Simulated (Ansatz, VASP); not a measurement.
**BaZrO3: VASP beside Ansatz**

The input INCAR:

```
  ALGO = Normal
  EDIFF = 1E-6
  ENCUT = 520
  GGA = PE
  ISIF = 2
  ISMEAR = 0
  LASPH = True
  LCHARG = False
  LREAL = False
  LWAVE = False
  NBANDS = 28
  NELM = 80
  PREC = Accurate
  SIGMA = 0.01
```

The input KPOINTS:

```
k-points
0
Gamma
  6 6 6
```

File POSCAR:

```
BaZrO3
1.0
    4.2690184564      0.0000000000      0.0000000000
    0.0000000000      4.2690184564      0.0000000000
    0.0000000000      0.0000000000      4.2690184564
Ba Zr O
1 1 3
Direct
    0.0000000000      0.0000000000      0.0000000000
    0.5000000000      0.5000000000      0.5000000000
    0.0000000000      0.5000000000      0.5000000000
    0.5000000000      0.0000000000      0.5000000000
    0.5000000000      0.5000000000      0.0000000000
```

Input for Ansatz:

```yaml
crystal:
  lattice:
    - [4.2690184564, 0.0, 0.0]
    - [0.0, 4.2690184564, 0.0]
    - [0.0, 0.0, 4.2690184564]
  atoms:
    - { symbol: Ba, position: [0.0, 0.0, 0.0] }
    - { symbol: Zr, position: [0.5, 0.5, 0.5] }
    - { symbol: O, position: [0.0, 0.5, 0.5] }
    - { symbol: O, position: [0.5, 0.0, 0.5] }
    - { symbol: O, position: [0.5, 0.5, 0.0] }
kpoints:
  mp_grid: { grid: [6, 6, 6] }
hamiltonian:
  xc: pbe
scf:
  occupations: { method: fixed }
  n_extra_bands: 5
output:
  forces: true
  stress: true
  eigenvalues: true
```

Alike in both runs: task single point; functional PBE; k mesh 6 × 6 × 6; no spin polarisation.

|  | VASP | Ansatz |
| --- | --- | --- |
| version | VASP 6.6.1 | Ansatz 0.2.0 |
| potentials or method | VASP PAW PBE potentials, release 64 (Ba_sv, Zr_sv, O) | plane waves, PAW |
| plane-wave cutoff (eV) | 520 | 420 |
| occupations | gaussian, width 0.01 eV | fixed |
| valence electrons in the cell | 40 | 40 |

|  | VASP | Ansatz | Ansatz less VASP |
| --- | --- | --- | --- |
| gap on the k mesh at the Fermi level (eV) | 3.06 | 3.11 | +0.044 |
| pressure (GPa) | -3.3 | -4.1 | -0.82 |

Spin-orbit coupling is off throughout.
